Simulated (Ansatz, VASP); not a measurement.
## One calculation of Ca, two programs

```
Ca
1.0
     0.00000    2.67145    2.67145
     2.67145    0.00000    2.67145
     2.67145    2.67145    0.00000
Ca
1
Cartesian
  0.0000 0.0000 0.0000
```

Alike in both runs: task single point; functional LDA; k mesh 11 × 11 × 11; occupations fermi-dirac, width 0.1 eV; no spin polarisation.

|  | VASP | Ansatz |
| --- | --- | --- |
| version | VASP 6.6.1 | Ansatz 0.2.0 |
| potentials or method | VASP PAW LDA potentials, release 64 (Ca_sv), cutoff 520 eV | plane waves (420 eV) with PAW, scalar-relativistic |
| valence electrons in the cell | 10 | 10 |

|  | VASP | Ansatz | Ansatz less VASP |
| --- | --- | --- | --- |
| pressure (GPa) | 0.0 | 0.0 | -0.01 |

Ansatz warns that its potentials were made for another functional, while VASP's fit it. LDA's correlation is that of Perdew and Zunger in VASP and of Perdew and Wang (1992) in Ansatz.
